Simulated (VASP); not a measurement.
# Al2SbP3 (P-3m1) in VASP: single point with r2SCAN+rVV10

Aim: the single point of Al2SbP3 with r2SCAN+rVV10.

All numbers are computed with VASP 6.6.1; they aren't measurements. Logs are shortened: lines on timing, memory, paths and dates and some standing lists are left out, and cuts for length are marked.

### Step 1. The cell of the first run

Symmetry: P-3m1, No. 164, trigonal system. The conventional cell has a = 3.703 Å, b = 3.703 Å, c = 9.054 Å, α = 90.00°, β = 90.00°, γ = 120.00°. Al (site symmetry 3m) has 6 P at 2.55 to 2.56 Å within 3.4 Å. Sb (site symmetry -3m) has 6 P at 2.74 Å and 6 Sb at 3.70 Å and 6 Al at 3.78 Å within 3.8 Å. Within 3.8 Å of P (site symmetry 3m) lie 3 Al at 2.55 Å and 3 Sb at 2.74 Å and 9 P at 3.53 to 3.70 Å. Within 3.8 Å of P (site symmetry -3m) lie 6 Al at 2.56 Å and 12 P at 3.53 to 3.70 Å.

### Step 2. Single point, r2SCAN+rVV10

File POSCAR:

```
Al2SbP3
1.0
    3.7026098375      0.0000000026      0.0000000000
   -1.8513049210      3.2065541783      0.0000000000
    0.0000000000      0.0000000000      9.0536659382
Al Sb P
2 1 3
Direct
    0.3333333333      0.6666666667      0.8437432345
    0.6666666667      0.3333333333      0.1562567655
    0.0000000000      0.0000000000      0.5000000000
    0.3333333333      0.6666666667      0.3104388969
    0.6666666667      0.3333333333      0.6895611031
    0.0000000000      0.0000000000      0.0000000000
```

File INCAR.step1:

```
SYSTEM = Al2SbP3
PREC = Accurate
ENCUT = 520
ISMEAR = -1
SIGMA = 0.03
LREAL = .FALSE.
LASPH = .TRUE.
NELM = 100
NBANDS = 22
GGA = PE
ALGO = Normal
EDIFF = 1E-4
LWAVE = .TRUE.
LCHARG = .FALSE.
```

File INCAR.step2:

```
SYSTEM = Al2SbP3
PREC = Accurate
ENCUT = 520
EDIFF = 1E-6
ISMEAR = -1
SIGMA = 0.03
LREAL = .FALSE.
LASPH = .TRUE.
NELM = 100
ALGO = Normal
ISIF = 2
LWAVE = .FALSE.
LCHARG = .FALSE.
METAGGA = R2SCAN
LMIXTAU = .TRUE.
LUSE_VDW = .TRUE.
IVDW_NL = 2
BPARAM = 11.95
CPARAM = 0.0093
NBANDS = 22
ISTART = 1
```

File KPOINTS:

```
regular mesh
0
G
  12 12 4
  0 0 0
```

Potentials or basis: VASP PAW PBE potentials, release 64 (Al, Sb, P).

Launch:

```
$ cat potpaw_PBE.64/Al/POTCAR potpaw_PBE.64/Sb/POTCAR potpaw_PBE.64/P/POTCAR > POTCAR
$ cp INCAR.step1 INCAR
$ mpirun -np 1 vasp_std > vasp.out
$ cp INCAR.step2 INCAR
$ mpirun -np 1 vasp_std > vasp.out
```

OUTCAR:

```text
SYSTEM = Al2SbP3
   PREC = Accurate
   ENCUT = 520
   EDIFF = 1E-6
   ISMEAR = -1
   LREAL = .FALSE.
   LASPH = .TRUE.
   NELM = 100
   ISIF = 2
   METAGGA = R2SCAN
   IVDW_NL = 2
   BPARAM = 11.95
   ISTART = 1

 ion  position               nearest neighbor table
   1  0.333  0.667  0.844-   5 2.55   5 2.55   5 2.55   6 2.56   6 2.56   6 2.56
   2  0.667  0.333  0.156-   4 2.55   4 2.55   4 2.55   6 2.56   6 2.56   6 2.56
   3  0.000  0.000  0.500-   4 2.74   5 2.74   5 2.74   4 2.74   5 2.74   4 2.74
   4  0.333  0.667  0.310-   2 2.55   2 2.55   2 2.55   3 2.74   3 2.74   3 2.74
   5  0.667  0.333  0.690-   1 2.55   1 2.55   1 2.55   3 2.74   3 2.74   3 2.74
   6  0.000  0.000  0.000-   1 2.56   2 2.56   2 2.56   1 2.56   2 2.56   1 2.56

  LATTYP: Found a hexagonal cell.
 ALAT       =     3.7026098375
 C/A-ratio  =     2.4452119817

  Lattice vectors:

 A1 = (   3.7026098375,   0.0000000026,   0.0000000000)
 A2 = (  -1.8513049210,   3.2065541783,   0.0000000000)
 A3 = (   0.0000000000,   0.0000000000,   9.0536659382)

Analysis of symmetry for initial positions (statically):
=====================================================================
 Subroutine PRICEL returns:
 Original cell was already a primitive cell.

 Routine SETGRP: Setting up the symmetry group for a
 hexagonal supercell.

 Subroutine GETGRP returns: Found 12 space group operations
 (whereof 12 operations were pure point group operations)
 out of a pool of 24 trial point group operations.

The static configuration has the point symmetry D_3d.

Analysis of symmetry for dynamics (positions and initial velocities):
=====================================================================
 Subroutine PRICEL returns:
 Original cell was already a primitive cell.

 Routine SETGRP: Setting up the symmetry group for a
 hexagonal supercell.

 Subroutine GETGRP returns: Found 12 space group operations
 (whereof 12 operations were pure point group operations)
 out of a pool of 24 trial point group operations.

The dynamic configuration has the point symmetry D_3d.

 Subroutine INISYM returns: Found 12 space group operations
 (whereof 12 operations are pure point group operations),
 and found     1 'primitive' translations

----------------------------------------------------------------------------------------

                                     Primitive cell

  volume of cell :     107.4907

  direct lattice vectors                    reciprocal lattice vectors
     3.702609837  0.000000003  0.000000000     0.270079766  0.155930626  0.000000000
    -1.851304921  3.206554178  0.000000000    -0.000000000  0.311861252  0.000000000
     0.000000000  0.000000000  9.053665938     0.000000000  0.000000000  0.110452496

  length of vectors
     3.702609837  3.702609838  9.053665938     0.311861252  0.311861252  0.110452496

  position of ions in fractional coordinates (direct lattice)
     0.333333333  0.666666667  0.843743235
     0.666666667  0.333333333  0.156256765
     0.000000000  0.000000000  0.500000000
     0.333333333  0.666666667  0.310438897
     0.666666667  0.333333333  0.689561103
     0.000000000  0.000000000  0.000000000

  ion indices of the primitive-cell ions
   primitive index   ion index
                 1           1
                 2           2
                 3           3
                 4           4
                 5           5
                 6           6

----------------------------------------------------------------------------------------

 KPOINTS: regular mesh

Automatic generation of k-mesh.
 Grid dimensions read from file:
 generate k-points for:   12   12    4

 Generating k-lattice:

  Cartesian coordinates                     Fractional coordinates (reciprocal lattice)
     0.022506647  0.012994219  0.000000000     0.083333333  0.000000000  0.000000000
    -0.000000000  0.025988438  0.000000000    -0.000000000  0.083333333  0.000000000
     0.000000000  0.000000000  0.027613124     0.000000000  0.000000000  0.250000000

  Length of vectors
     0.025988438  0.025988438  0.027613124

  Shift w.r.t. Gamma in fractional coordinates (k-lattice)
     0.000000000  0.000000000  0.000000000

 Subroutine IBZKPT returns following result:
 ===========================================

 Found     69 irreducible k-points:

 Following reciprocal coordinates:
            Coordinates               Weight
  0.000000  0.000000  0.000000      1.000000
  0.083333 -0.000000  0.000000      6.000000
  0.166667  0.000000  0.000000      6.000000
  0.250000  0.000000  0.000000      6.000000
  0.333333 -0.000000  0.000000      6.000000
  0.416667 -0.000000  0.000000      6.000000
[... 16 lines left out ...]
  0.166667  0.000000  0.250000      6.000000
 -0.000000  0.166667  0.250000      6.000000
 [... further k-points ...]
   k-points           NKPTS =     69   k-points in BZ     NKDIM =     69   number of bands    NBANDS=     22
   number of dos      NEDOS =    301   number of ions     NIONS =      6
   total plane-waves  NPLWV =  54880
   dimension x,y,z NGX =    28 NGY =   28 NGZ =   70
   dimension x,y,z NGXF=    56 NGYF=   56 NGZF=  140
   ions per type =               2   1   3
   NGX,Y,Z   is equivalent  to a cutoff of  12.57, 12.57, 12.85 a.u.
   NGXF,Y,Z  is equivalent  to a cutoff of  25.14, 25.14, 25.71 a.u.
 SYSTEM =  Al2SbP3
   PREC   = accura    normal or accurate (medium, high low for compatibility)
   ISTART =      1    job   : 0-new  1-cont  2-samecut
   ICHARG =      0    charge: 1-file 2-atom 10-const
   ISPIN  =      1    spin polarized calculation?
   LNONCOLLINEAR =      F non collinear calculations
   LSORBIT =      F    spin-orbit coupling
   LASPH  =      T    aspherical Exc in radial PAW
   ENCUT  =  520.0 eV  38.22 Ry    6.18 a.u.   6.88  6.88 16.83*2*pi/ulx,y,z
   NELM   =    100;   NELMIN=  2; NELMDL=  0     # of ELM steps
   EDIFF  = 0.1E-05   stopping-criterion for ELM
   LREAL  =      F    real-space projection
   EDIFFG = 0.1E-04   stopping-criterion for IOM
   NSW    =      0    number of steps for IOM
   IBRION =     -1    ionic relax: 0-MD 1-quasi-New 2-CG
   NFREE  =      0    steps in history (QN), initial steepest desc. (CG)
   ISIF   =      2    stress and relaxation
   ISYM   =      2    0-nonsym 1-usesym 2-fastsym
   POTIM  = 0.5000    time-step for ionic-motion
   TEBEG  =    0.0;   TEEND  =   0.0 temperature during run
   PSTRESS=    0.0 pullay stress
   NELECT =      26.0000    total number of electrons
   NUPDOWN=      -1.0000    fix difference up-down
   EMIN   =  10.00;   EMAX   =-10.00  energy-range for DOS
   EFERMI =   0.00;   METHOD = LEGACY
   ISMEAR =    -1;   SIGMA  =   0.03  broadening in eV -4-tet -1-fermi 0-gaus
   EFERMI_NEDOS =   21; number of points for ismear=-14 and -15
   IALGO  =     38    algorithm
   IMIX   =      4    mixing-type and parameters
     AMIX     =   0.40;   BMIX     =  1.00
     AMIX_MAG =   1.60;   BMIX_MAG =  1.00
  volume/ion in A,a.u.               =      17.92       120.90
  Fermi-wavevector in a.u.,A,eV,Ry     =   1.020021  1.927559 14.156073  1.040442
  Thomas-Fermi vector in A             =   2.153567
   LORBIT       =      0    0 simple, 1 ext, 2 COOP (PROOUT), +10 PAW based schemes
   METAGGA = R2SCAN    functional components
   LHFCALC =     F    Hartree Fock is set to
   AEXX    =    0.0000 exact exchange contribution
   IVDW_NL    =     2    kernel type
   BPARAM     =11.9500
   IVDW    =     0    specifies the selected vdW correction
   LEPSILON=     F    determine dielectric tensor
   LRPA    =     F    only Hartree local field effects (RPA)
 non-spin polarized calculation
  energy-cutoff  :      520.00
  volume of cell :      107.49
 maximum number of plane-waves:      2943
   NGX = 13   NGY = 13   NGZ = 33

 number of electron      25.9999998 magnetization

 Free energy of the ion-electron system (eV)
  ---------------------------------------------------
  ext. energy  EPLUGINS =         0.00000000
  ---------------------------------------------------
  free energy    TOTEN  =       -66.67282086 eV

  energy without entropy =      -66.67041143  energy(sigma->0) =      -66.67161615

 E-fermi :   8.1683     XC(G=0): -10.9802

 val. band max:        8.1640677852   @ k =   0.3333   0.3333   0.0000
 cond. band min:       8.2488173032   @ k =   0.0000   0.3333   0.2500
 fundamental gap:      0.0847495180
 Fermi energy:         8.1683071061

 k-point     1 :       0.0000    0.0000    0.0000
  band No.  band energies     occupation
      1      -6.5824      2.00000
      2      -4.6304      2.00000
      3      -4.5532      2.00000
      4       0.1537      2.00000
      5       1.7885      2.00000
      6       6.6595      2.00000
[... 14 lines left out ...]
     21      13.6960      0.00000
     22      13.6960      0.00000

 k-point     2 :       0.0833   -0.0000    0.0000
  band No.  band energies     occupation
      1      -6.4856      2.00000
      2      -4.5439      2.00000
      3      -4.4686      2.00000
      4       0.1803      2.00000
      5       1.8728      2.00000
      6       5.7732      2.00000
[... 14 lines left out ...]
     21      13.6314      0.00000
     22      13.9188      0.00000

 k-point     3 :       0.1667    0.0000    0.0000
  band No.  band energies     occupation
      1      -6.1970      2.00000
      2      -4.2891      2.00000
      3      -4.2210      2.00000
      4       0.2136      2.00000
      5       2.1045      2.00000
      6       4.3949      2.00000
[... 14 lines left out ...]
     21      13.5518      0.00000
     22      14.0594      0.00000

 k-point     4 :       0.2500    0.0000    0.0000
  band No.  band energies     occupation
      1      -5.7228      2.00000
      2      -3.8833      2.00000
      3      -3.8340      2.00000
      4       0.0685      2.00000
      5       2.3099      2.00000
      6       3.4195      2.00000
[... 14 lines left out ...]
     21      14.4113      0.00000
     22      14.4561      0.00000

 k-point     5 :       0.3333   -0.0000    0.0000
  band No.  band energies     occupation
      1      -5.0778      2.00000
      2      -3.3826      2.00000
      3      -3.3665      2.00000
      4      -0.4982      2.00000
      5       1.9231      2.00000
      6       2.2650      2.00000
[... 14 lines left out ...]
     21      14.7281      0.00000
     22      14.7480      0.00000

 k-point     6 :       0.4167   -0.0000    0.0000
  band No.  band energies     occupation
      1      -4.3013      2.00000
      2      -3.0971      2.00000
      3      -2.8718      2.00000
      4      -1.1907      2.00000
      5       1.0608      2.00000
      6       1.4721      2.00000
[... 14 lines left out ...]
     21      14.8601      0.00000
     22      15.1413      0.00000

 k-point     7 :       0.5000    0.0000    0.0000
  band No.  band energies     occupation
      1      -3.6141      2.00000
      2      -3.3777      2.00000
      3      -2.6413      2.00000
      4      -1.4014      2.00000
      5       0.6147      2.00000
      6       1.1511      2.00000
[... 324 lines left out ...]
      6       6.1162      2.00000
[... 14 lines left out ...]
     21      13.8423      0.00000
     22      13.8423      0.00000

 k-point    21 :       0.0833   -0.0000    0.2500
  band No.  band energies     occupation
      1      -6.4287      2.00000
      2      -5.1329      2.00000
      3      -3.7320      2.00000
      4      -0.5559      2.00000
      5       2.8136      2.00000
      6       5.5976      2.00000
[... 14 lines left out ...]
     21      13.0913      0.00000
     22      13.6133      0.00000

 k-point    22 :       0.0000    0.0833    0.2500
  band No.  band energies     occupation
      1      -6.4287      2.00000
      2      -5.1331      2.00000
      3      -3.7315      2.00000
      4      -0.5586      2.00000
      5       2.8354      2.00000
      6       5.5641      2.00000
[... 14 lines left out ...]
     21      13.6645      0.00000
     22      13.8110      0.00000

 k-point    23 :       0.1667    0.0000    0.2500
  band No.  band energies     occupation
      1      -6.1401      2.00000
      2      -4.8692      2.00000
      3      -3.5063      2.00000
      4      -0.3904      2.00000
      5       2.6779      2.00000
      6       4.5793      2.00000
[... 14 lines left out ...]
     21      13.1697      0.00000
     22      14.1444      0.00000

 k-point    24 :      -0.0000    0.1667    0.2500
  band No.  band energies     occupation
      1      -6.1400      2.00000
      2      -4.8707      2.00000
      3      -3.5018      2.00000
      4      -0.4144      2.00000
      5       2.9151      2.00000
      6       4.3139      2.00000
[... 14 lines left out ...]
     21      13.8866      0.00000
     22      14.1108      0.00000

 [... further k-points ...]
[... 5 lines left out ...]
  --------------------------------------------------------------------------------------
  -------------------------------------------------------------------------------------
  Total       -0.0667180     -0.0667180     -0.0732175     -0.0000000      0.0000000      0.0000000
  in kB       -0.9944497     -0.9944497     -1.0913254     -0.0000000      0.0000000      0.0000000
  external PRESSURE =      -1.0267416 kB  Pullay stress =       0.0000000 kB

 VOLUME and BASIS-vectors are now :
 -----------------------------------------------------------------------------
  energy-cutoff  :      520.00
  volume of cell :      107.49
      direct lattice vectors                 reciprocal lattice vectors
     3.702609837  0.000000003  0.000000000     0.270079766  0.155930626  0.000000000
    -1.851304921  3.206554178  0.000000000    -0.000000000  0.311861252  0.000000000
     0.000000000  0.000000000  9.053665938     0.000000000  0.000000000  0.110452496

 POSITION                                       TOTAL-FORCE (eV/Angst)
 -----------------------------------------------------------------------------------
     -0.00000      2.13770      7.63897         0.000000     -0.000000     -0.011522
      1.85130      1.06885      1.41470        -0.000000      0.000000      0.011522
      0.00000      0.00000      4.52683         0.000000      0.000000      0.000000
     -0.00000      2.13770      2.81061        -0.000000      0.000000     -0.041232
      1.85130      1.06885      6.24306         0.000000      0.000000      0.041232
      0.00000      0.00000      0.00000         0.000000      0.000000      0.000000
 -----------------------------------------------------------------------------------
    total drift:                                0.000000     -0.000000      0.000000

  FREE ENERGIE OF THE ION-ELECTRON SYSTEM (eV)
  ---------------------------------------------------
  free  energy   TOTEN  =       -66.6728208601 eV

  energy  without entropy=      -66.6704114330  energy(sigma->0) =      -66.67161615
```

Wall time 4.6 min (1 thread of Intel Xeon 6975P-C (Granite Rapids), shared host); peak memory 0.54 GiB.

What came out:

| Quantity | Value |
| --- | --- |
| Free energy | -66.6728 eV |
| Pressure | -0.1 GPa |
| Largest force | 0.041 eV/Å |
| Band gap on the k mesh | zero (bands 13 and 14 overlap by 2.48 eV) |

Forces on the atoms (eV/Å):
```
Al   0.000  0.000 -0.012
Al   0.000  0.000  0.012
Sb   0.000  0.000  0.000
P    0.000  0.000 -0.041
P    0.000  0.000  0.041
P    0.000  0.000  0.000
```

Caveat: the PAW data sets were made with another functional, which shifts forces and pressure a little; spin-orbit coupling is left out, which moves the levels of the heavy elements.

The gap in the log of VASP goes by the Fermi energy; the results here count the filled bands.